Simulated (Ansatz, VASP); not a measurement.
**One calculation of Ta2Ga, two programs**

```
Ta Ga
1.0
     4.67119    0.00000    0.00000
    -2.33560    4.04537    0.00000
     0.00000    0.00000    2.81071
Ta Ga
2 1
Cartesian
  0.0000 2.6969 1.4054
  2.3356 1.3485 1.4054
  0.0000 0.0000 0.0000
```

Alike in both runs: functional PBE; k mesh 6 × 6 × 4; occupations gaussian, width 0.1 eV; no spin polarisation.

Ansatz relaxed the structure, and its values are those at the end. VASP's run is a single point on that final structure, the one shown.

|  | VASP | Ansatz |
| --- | --- | --- |
| version | VASP 6.6.1 | Ansatz 0.2.0 |
| potentials or method | VASP PAW PBE potentials, release 64 (Ta_pv, Ga_d), cutoff 520 eV | scalar-relativistic, plane waves, PAW |
| valence electrons in the cell | 35 | 39 |

VASP gave:

* gap on the k mesh at the Fermi level (eV): none
* pressure (GPa): 0.2

Question: Which values does Ansatz return?

Answer: gap on the k mesh at the Fermi level (eV): none; pressure (GPa): 0.0.

A gap of «none» marks a metal or a gap that the smearing closes. VASP's potentials hold 35 valence electrons a cell and Ansatz's 39, so a difference there can come from the potentials and not from the codes.

The k mesh is coarse, so the values compare programs but aren't converged. Neither program's run includes spin-orbit coupling.
